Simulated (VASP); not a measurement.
# Pt (Fm-3m) in VASP: a series of runs

Pt is run at these levels: LDA; tasks: single point, relaxation of cell and atoms.

Everything below comes from runs of VASP 6.6.1. Logs are shortened: lines on timing, memory, paths and dates and some standing lists are left out, and cuts for length are marked.

## Step 1: The cell of the first run

The structure is cubic, space group Fm-3m (No. 225). Conventional cell: a = 3.923 Å, b = 3.923 Å, c = 3.923 Å, α = 90.00°, β = 90.00°, γ = 90.00°. Pt (site symmetry m-3m) has 12 Pt at 2.77 Å within 3.7 Å.

## Step 2: Single point, LDA (15.09 Å³/atom)

INCAR reads:

```
SYSTEM = Pt
ALGO     = Normal         ! electronic algorithm
EDIFF    = 1E-6           ! SCF threshold, eV
ENCUT    = 520            ! plane-wave cutoff, eV
GGA      = CA             ! functional
ISIF     = 2              ! what is computed and relaxed
ISMEAR   = -1             ! smearing method
LASPH    = .TRUE.         ! aspherical terms in the spheres
LCHARG   = .FALSE.        ! write CHGCAR
LREAL    = .FALSE.        ! projectors in reciprocal space
LWAVE    = .FALSE.        ! write WAVECAR
NBANDS   = 11             ! bands
NELM     = 80             ! most SCF steps
PREC     = Accurate       ! precision mode
SIGMA    = 0.15           ! smearing width, eV
```

KPOINTS reads:

```
k-points
0
G
  20 20 20
  0 0 0
```

POSCAR reads:

```
Pt
1.0
    0.0000000000      1.9615412406      1.9615412406
    1.9615412406      0.0000000000      1.9615412406
    1.9615412406      1.9615412406      0.0000000000
Pt
1
Direct
    0.0000000000      0.0000000000      0.0000000000
```

Potentials or basis: VASP PAW LDA potentials, release 64 (Pt).

On the command line:

```bash
> cat potpaw_LDA.64/Pt/POTCAR > POTCAR
> mpirun -np 1 vasp_std > vasp.out
```

OUTCAR:

```text
SYSTEM = Pt
   EDIFF = 1E-6
   ENCUT = 520
   GGA = CA
   ISIF = 2
   ISMEAR = -1
   LASPH = .TRUE.
   LREAL = .FALSE.
   NELM = 80
   PREC = Accurate

 ion  position               nearest neighbor table
   1  0.000  0.000  0.000-

  LATTYP: Found a face centered cubic cell.
 ALAT       =     3.9230824812

  Lattice vectors:

 A1 = (   0.0000000000,   1.9615412406,   1.9615412406)
 A2 = (   1.9615412406,   0.0000000000,   1.9615412406)
 A3 = (   1.9615412406,   1.9615412406,   0.0000000000)

Analysis of symmetry for initial positions (statically):
=====================================================================
 Subroutine PRICEL returns:
 Original cell was already a primitive cell.

 Routine SETGRP: Setting up the symmetry group for a
 face centered cubic supercell.

 Subroutine GETGRP returns: Found 48 space group operations
 (whereof 48 operations were pure point group operations)
 out of a pool of 48 trial point group operations.

The static configuration has the point symmetry O_h .

Analysis of symmetry for dynamics (positions and initial velocities):
=====================================================================
 Subroutine PRICEL returns:
 Original cell was already a primitive cell.

 Routine SETGRP: Setting up the symmetry group for a
 face centered cubic supercell.

 Subroutine GETGRP returns: Found 48 space group operations
 (whereof 48 operations were pure point group operations)
 out of a pool of 48 trial point group operations.

The dynamic configuration has the point symmetry O_h .

 Subroutine INISYM returns: Found 48 space group operations
 (whereof 48 operations are pure point group operations),
 and found     1 'primitive' translations

----------------------------------------------------------------------------------------

                                     Primitive cell

  volume of cell :      15.0946

  direct lattice vectors                    reciprocal lattice vectors
     0.000000000  1.961541241  1.961541241    -0.254901600  0.254901600  0.254901600
     1.961541241  0.000000000  1.961541241     0.254901600 -0.254901600  0.254901600
     1.961541241  1.961541241  0.000000000     0.254901600  0.254901600 -0.254901600

  length of vectors
     2.774038226  2.774038226  2.774038226     0.441502522  0.441502522  0.441502522

  position of ions in fractional coordinates (direct lattice)
[... 81 lines left out ...]
   IBRION =     -1    ionic relax: 0-MD 1-quasi-New 2-CG
   NFREE  =      0    steps in history (QN), initial steepest desc. (CG)
   ISIF   =      2    stress and relaxation
   ISYM   =      2    0-nonsym 1-usesym 2-fastsym
   POTIM  = 0.5000    time-step for ionic-motion
   TEBEG  =    0.0;   TEEND  =   0.0 temperature during run
   PSTRESS=    0.0 pullay stress
   NELECT =      10.0000    total number of electrons
   NUPDOWN=      -1.0000    fix difference up-down
   EMIN   =  10.00;   EMAX   =-10.00  energy-range for DOS
   EFERMI =   0.00;   METHOD = LEGACY
   ISMEAR =    -1;   SIGMA  =   0.15  broadening in eV -4-tet -1-fermi 0-gaus
   EFERMI_NEDOS =   21; number of points for ismear=-14 and -15
   IALGO  =     38    algorithm
   IMIX   =      4    mixing-type and parameters
     AMIX     =   0.40;   BMIX     =  1.00
     AMIX_MAG =   1.60;   BMIX_MAG =  1.00
  volume/ion in A,a.u.               =      15.09       101.86
  Fermi-wavevector in a.u.,A,eV,Ry     =   1.427143  2.696909 27.711478  2.036736
  Thomas-Fermi vector in A             =   2.547344
   LORBIT       =      0    0 simple, 1 ext, 2 COOP (PROOUT), +10 PAW based schemes
   GGA     = CA    functional components
   LHFCALC =     F    Hartree Fock is set to
   AEXX    =    0.0000 exact exchange contribution
   IVDW    =     0    specifies the selected vdW correction
   LEPSILON=     F    determine dielectric tensor
   LRPA    =     F    only Hartree local field effects (RPA)
 non-spin polarized calculation
  energy-cutoff  :      520.00
  volume of cell :       15.09
 maximum number of plane-waves:       419
 NGX is ok and might be reduce to    24
   NGX = 11   NGY = 11   NGZ = 11

 number of electron      10.0000000 magnetization

 Free energy of the ion-electron system (eV)
  ---------------------------------------------------
  ext. energy  EPLUGINS =         0.00000000
  ---------------------------------------------------
  free energy    TOTEN  =        -7.56122918 eV

  energy without entropy =       -7.45181643  energy(sigma->0) =       -7.50652280

 E-fermi :  11.1474     XC(G=0): -13.6821

 val. band max:       11.1473630428   @ k =   0.5000   0.5000   0.0000
 cond. band min:      11.1535463126   @ k =   0.4500   0.1000   0.0000
 fundamental gap:      0.0061832698
 Fermi energy:        11.1474187908

 k-point     1 :       0.0000    0.0000    0.0000
  band No.  band energies     occupation
      1       0.8857      2.00000
      2       7.3113      2.00000
      3       7.3113      2.00000
      4       7.3113      2.00000
      5       9.4981      1.99997
      6       9.4981      1.99997
      7      25.7484      0.00000
      8      30.6609      0.00000
      9      30.6609      0.00000
     10      30.6609      0.00000
     11      36.1096      0.00000
[... 309 lines left out ...]
 k-point    24 :      -0.3500    0.0500    0.0000
  band No.  band energies     occupation
      1       3.7955      2.00000
      2       7.3947      2.00000
      3       7.4833      2.00000
      4       8.2545      2.00000
      5      10.3401      1.99085
      6      10.9979      1.46075
      7      20.2228      0.00000
      8      26.2271      0.00000
      9      30.6002      0.00000
     10      32.1740      0.00000
     11      36.4625      0.00000

 [... further k-points ...]

------------------------ aborting loop because EDIFF is reached ----------------------------------------

  FORCE on cell =-STRESS in cart. coord.  units (eV):
  Direction    XX          YY          ZZ          XY          YZ          ZX
  --------------------------------------------------------------------------------------
  -------------------------------------------------------------------------------------
  Total       -0.4725228     -0.4725228     -0.4725228     -0.0000000     -0.0000000      0.0000000
  in kB      -50.1546272    -50.1546272    -50.1546272     -0.0000000     -0.0000000      0.0000000
  external PRESSURE =     -50.1546272 kB  Pullay stress =       0.0000000 kB

 VOLUME and BASIS-vectors are now :
 -----------------------------------------------------------------------------
  energy-cutoff  :      520.00
  volume of cell :       15.09
      direct lattice vectors                 reciprocal lattice vectors
     0.000000000  1.961541241  1.961541241    -0.254901600  0.254901600  0.254901600
     1.961541241  0.000000000  1.961541241     0.254901600 -0.254901600  0.254901600
     1.961541241  1.961541241  0.000000000     0.254901600  0.254901600 -0.254901600

 POSITION                                       TOTAL-FORCE (eV/Angst)
 -----------------------------------------------------------------------------------
      0.00000      0.00000      0.00000         0.000000      0.000000      0.000000
 -----------------------------------------------------------------------------------
    total drift:                               -0.000000      0.000000     -0.000000

  FREE ENERGIE OF THE ION-ELECTRON SYSTEM (eV)
  ---------------------------------------------------
  free  energy   TOTEN  =        -7.5612291807 eV

  energy  without entropy=       -7.4518164279  energy(sigma->0) =       -7.50652280
```

stdout:

```text
POSCAR found type information on POSCAR Pt
 POSCAR found :  1 types and       1 ions
 scaLAPACK will be used
 LDA part: xc-table for (Slater(with rela. corr.)+CA(PZ))
 , standard interpolation
 POSCAR, INCAR and KPOINTS ok, starting setup
 FFT: planning ... GRIDC
 FFT: planning ... GRID_SOFT
 FFT: planning ... GRID
 WAVECAR not read
 entering main loop
```

Run time: 17 s. Hardware: 1 thread of Intel Xeon Platinum 8559C (Emerald Rapids), shared host; peak memory 0.16 GiB.

Results:

```yaml
Free_energy: -7.5612 eV
Pressure: -5.0 GPa
Band_gap_on_the_k_mesh: zero (bands 5 and 6 overlap by 2.23 eV)
```

Levels at points of the mesh, in eV from the Fermi level:
| k point | band 1 | band 2 | band 3 | band 4 | band 5 | band 6 | band 7 | band 8 | band 9 | band 10 |
| --- | --- | --- | --- | --- | --- | --- | --- | --- | --- | --- |
| (0.00, 0.00, 0.00) | -10.26 | -3.84 | -3.84 | -3.84 | -1.65 | -1.65 | 14.60 | 19.51 | 19.51 | 19.51 |
| (0.50, 0.00, 0.00) | -7.38 | -3.89 | -3.89 | -0.51 | 0.02 | 0.02 | 5.80 | 14.16 | 18.86 | 18.86 |
| (0.50, 0.50, 0.00) | -7.11 | -6.67 | 0.00 | 0.47 | 0.47 | 1.74 | 8.83 | 11.31 | 11.31 | 20.16 |

Caveat: the cell stands under tension; spin-orbit coupling is left out, which moves the levels of the heavy elements.

## Step 3: Relaxation of cell and atoms, LDA

This run uses another cell than the first one, of 14.76 Å³/atom.

INCAR reads:

```
ALGO = Fast ; EDIFF = 1E-6
EDIFFG = -0.001 ; ENCUT = 600
GGA = CA ; IBRION = 2
ISIF = 3 ; ISMEAR = -1
LASPH = T ; LCHARG = F
LREAL = F ; LWAVE = F
NELM = 100 ; NSW = 80
PREC = Accurate ; SIGMA = 0.15
```

KPOINTS reads:

```
k-points
0
Gamma
  20 20 20
```

POSCAR reads:

```
Pt
1.0
    0.0000000000      1.9468328700      1.9468328700
    1.9468328700      0.0000000000      1.9468328700
    1.9468328700      1.9468328700      0.0000000000
Pt
1
Direct
    0.0000000000      0.0000000000      0.0000000000
```

Potentials or basis: VASP PAW LDA potentials, release 64 (Pt).

On the command line:

```bash
> cat potpaw_LDA.64/Pt/POTCAR > POTCAR
> mpirun -np 1 vasp_std > vasp.out
```

Run time: 1.8 min. Hardware: 1 thread of Intel Xeon Platinum 8559C (Emerald Rapids), shared host; peak memory 0.19 GiB.

The run converged. Its results:

- Free energy: -7.5652 eV
- Relaxed volume: 14.84 Å³/atom
- Relaxed cell: a = 2.758 Å, b = 2.758 Å, c = 2.758 Å, α = 60.00°, β = 60.00°, γ = 60.00°
- Space group after relaxing (to 0.1 Å): Fm-3m (No. 225)
- Energy gained by relaxing: 0.4 meV/atom
- Ionic steps: 26
- Pressure after relaxing: 0.0 GPa
- Band gap on the k mesh: zero (bands 5 and 6 overlap by 2.30 eV)

The path:
| step | energy change (eV) | largest force (eV/Å) | pressure (GPa) | volume (Å³) |
| --- | --- | --- | --- | --- |
| 1 | 0.0000 | 0.0000 | 1.75 | 14.76 |
| 2 | 0.0039 | 0.0000 | -4.92 | 15.10 |
| 3 | -0.0004 | 0.0000 | -0.08 | 14.84 |
| 4 | -0.0004 | 0.0000 | 0.12 | 14.83 |
| 5 | -0.0004 | 0.0000 | 0.07 | 14.84 |
| 6 | -0.0004 | 0.0000 | 0.07 | 14.84 |
| 7 | -0.0004 | 0.0000 | 0.07 | 14.84 |
| 8 | -0.0004 | 0.0000 | 0.03 | 14.84 |
| 9 | -0.0004 | 0.0000 | 0.03 | 14.84 |
| 10 | -0.0004 | 0.0000 | 0.04 | 14.84 |
| 11 | -0.0004 | 0.0000 | 0.04 | 14.84 |
| 12 | -0.0004 | 0.0000 | 0.04 | 14.84 |
| 13 | -0.0004 | 0.0000 | 0.03 | 14.84 |
| 14 | -0.0004 | 0.0000 | 0.02 | 14.84 |
| 15 | -0.0004 | 0.0000 | 0.02 | 14.84 |
| 16 | -0.0004 | 0.0000 | -0.09 | 14.84 |
| 17 | -0.0004 | 0.0000 | -0.03 | 14.84 |
| 18 | -0.0004 | 0.0000 | -0.04 | 14.84 |
| 19 | -0.0004 | 0.0000 | -0.03 | 14.84 |
| 20 | -0.0004 | 0.0000 | -0.03 | 14.84 |
| 21 | -0.0004 | 0.0000 | -0.03 | 14.84 |
| 22 | -0.0004 | 0.0000 | 0.04 | 14.84 |
| 23 | -0.0004 | 0.0000 | 0.04 | 14.84 |
| 24 | -0.0004 | 0.0000 | 0.02 | 14.84 |
| 25 | -0.0004 | 0.0000 | 0.01 | 14.84 |
| 26 | -0.0004 | 0.0000 | 0.00 | 14.84 |

Final structure:
```cif
data_structure
_symmetry_space_group_name_H-M 'P 1'
_symmetry_Int_Tables_number 1
_cell_length_a 2.7583
_cell_length_b 2.7583
_cell_length_c 2.7583
_cell_angle_alpha 60.000
_cell_angle_beta 60.000
_cell_angle_gamma 60.000
_cell_volume 14.84
loop_
_atom_site_label
_atom_site_type_symbol
_atom_site_fract_x
_atom_site_fract_y
_atom_site_fract_z
_atom_site_occupancy
Pt1 Pt 0.00000 0.00000 0.00000 1
```

Levels at points of the mesh, in eV from the Fermi level:
```
           k point  band 1  band 2  band 3  band 4  band 5  band 6  band 7  band 8  band 9
(0.00, 0.00, 0.00)  -10.46   -3.94   -3.94   -3.94   -1.69   -1.69   14.55   19.56   19.56
(0.50, 0.00, 0.00)   -7.56   -4.00   -4.00   -0.57    0.02    0.02    5.93   14.12   18.98
(0.50, 0.50, 0.00)   -7.31   -6.85    0.00    0.49    0.49    1.71    9.02   11.36   11.36
```

Caveat: spin-orbit coupling is left out, which moves the levels of the heavy elements.
